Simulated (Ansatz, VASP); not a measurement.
Be2RuAu2 in VASP and in Ansatz

```
Be Ru Au
1.0
    -1.53841    1.53841    7.20908
     1.53841   -1.53841    7.20908
     1.53841    1.53841   -7.20908
Be Ru Au
2 1 2
Cartesian
  1.5384 0.0000 3.6045
  0.0000 1.5384 3.6045
  0.0000 0.0000 0.0000
  0.0000 0.0000 9.0378
  0.0000 0.0000 5.3804
```

Alike in both runs: functional PBE; k mesh 6 × 6 × 6; occupations gaussian, width 0.1 eV; no spin polarisation.

Ansatz relaxed the structure, and its values are those at the end. VASP's run is a single point on that final structure, the one shown.

```csv
,VASP,Ansatz
version,VASP 6.6.1,Ansatz 0.2.0
potentials or method,"VASP PAW PBE potentials, release 64 (Be, Ru_pv, Au), cutoff 520 eV","scalar-relativistic, plane waves, PAW"
valence electrons in the cell,40,58
```

|  | VASP | Ansatz | Ansatz less VASP |
| --- | --- | --- | --- |
| gap on the k mesh at the Fermi level (eV) | none | none | - |
| pressure (GPa) | 0.1 | 0.3 | +0.12 |
| rms of the force components (eV/Å) | 0.013 | 0.011 | -0.0023 |

A gap of «none» marks a metal or a gap that the smearing closes. The functional is the same, so the differences come from potentials, cutoffs and numerics. VASP's potentials hold 40 valence electrons a cell and Ansatz's 58, so a difference there can come from the potentials and not from the codes.

The k mesh is coarse, so the values compare programs but aren't converged. Neither program's run includes spin-orbit coupling.
